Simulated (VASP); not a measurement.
Wanted: the native input for a VASP 6.6.1 run.

| Quantity | Value |
| --- | --- |
| Task | single point |
| Functional | PBEsol |
| Potentials or basis | VASP PAW PBE potentials, release 64 (As) |
| Cutoff | 520 eV |
| k mesh | 8 × 8 × 8 |
| Occupations | fermi-dirac, width 0.05 eV |
| Spin | no spin polarisation |
| Dipole correction | no |
| Further INCAR settings | ALGO = Normal; EDIFF = 1e-06; NBANDS = 8 |

The structure of As lies in POSCAR:

```
As
1.0
    2.7577553793      0.0000000000      0.0000000000
    0.0000000000      2.7577553793      0.0000000000
    0.0000000000      0.0000000000      2.7036817444
As
1
Direct
    0.5000000000      0.5000000000      0.5000000000
```

These files were run (other wordings do the same):

INCAR

```
SYSTEM = As
PREC = Accurate
ENCUT = 520
EDIFF = 1E-6
ISMEAR = -1
SIGMA = 0.05
LREAL = .FALSE.
LASPH = .TRUE.
NELM = 80
ALGO = Normal
ISIF = 2
LWAVE = .FALSE.
LCHARG = .FALSE.
GGA = PS
NBANDS = 8
```

KPOINTS

```
Automatic mesh
0
G
  8 8 8
  0 0 0
```

Potentials or basis: VASP PAW PBE potentials, release 64 (As).

Run with:

```bash
$ cat potpaw_PBE.64/As/POTCAR > POTCAR
$ mpirun -np 1 vasp_std > vasp.out
```

Results of the run:

| Item | Value |
| --- | --- |
| Pressure | -3.5 GPa |

Caveat: the PAW data sets were made with another functional, which shifts forces and pressure a little.

Run time: 5.8 s on 1 thread of Intel Xeon 8259CL, on a shared host, peak memory 0.13 GiB.
